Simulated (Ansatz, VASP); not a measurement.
## One calculation of Na, two programs

Contents of INCAR:

```
SYSTEM = Na
PREC = Accurate
ENCUT = 520
EDIFF = 1E-7
ISMEAR = -1
SIGMA = 0.1
LREAL = .FALSE.
LASPH = .TRUE.
NELM = 100
ALGO = Normal
ISIF = 2
LWAVE = .FALSE.
LCHARG = .FALSE.
GGA = CA
NBANDS = 18
```

Contents of KPOINTS:

```
regular mesh
0
G
  7 7 10
  0 0 0
```

The input POSCAR:

```
Na
1.0
    5.8920983305      0.0000000000      0.0000000000
   -2.9460491653      5.1027068358      0.0000000000
    0.0000000000      0.0000000000      3.4840920391
Na
3
Direct
    1.0000000000      1.0000000000      0.0000000000
    0.3333333333      0.6666666667      0.5000000000
    0.6666666667      0.3333333333      0.5000000000
```

Input for Ansatz:

```yaml
crystal:
  lattice:
    - [5.8920983305, 0.0, 0.0]
    - [-2.9460491653, 5.1027068358, 0.0]
    - [0.0, 0.0, 3.4840920391]
  atoms:
    - { symbol: Na, position: [1.0, 1.0, 0.0] }
    - { symbol: Na, position: [0.3333333333, 0.6666666667, 0.5] }
    - { symbol: Na, position: [0.6666666667, 0.3333333333, 0.5] }
hamiltonian:
  xc: lda
  pseudopotentials:
    kind: paw
    azcp:
      Na: "pseudopotentials/Na.paw.azcp"
basis:
  ecutwfc: 420
  fft_grid_basis: typed
kpoints:
  mp_grid: { grid: [7, 7, 10], shift: [0, 0, 0] }
magnetization:
  spin_polarized: false
scf:
  occupations: { method: fermi_dirac, width: 0.1 }
  lower_state_search: "off"
output:
  stress: true
```

Alike in both runs: task single point; functional LDA; k mesh 7 × 7 × 10; occupations fermi-dirac, width 0.1 eV; no spin polarisation.

|  | VASP | Ansatz |
| --- | --- | --- |
| version | VASP 6.6.1 | Ansatz 0.2.0 |
| potentials or method | VASP PAW LDA potentials, release 64 (Na_pv), cutoff 520 eV | plane waves (420 eV) with PAW, scalar-relativistic |
| valence electrons in the cell | 21 | 27 |

|  | VASP | Ansatz | Ansatz less VASP |
| --- | --- | --- | --- |
| pressure (GPa) | -0.3 | -0.3 | +0.02 |
| traceless stress, the component that is largest in VASP (GPa) | 0.13 | 0.13 | +0.001 |

Ansatz warns that its potentials were made for another functional, while VASP's fit it. LDA's correlation is that of Perdew and Zunger in VASP and of Perdew and Wang (1992) in Ansatz. VASP's potentials hold 21 valence electrons a cell and Ansatz's 27, so a difference there can come from the potentials and not from the codes.
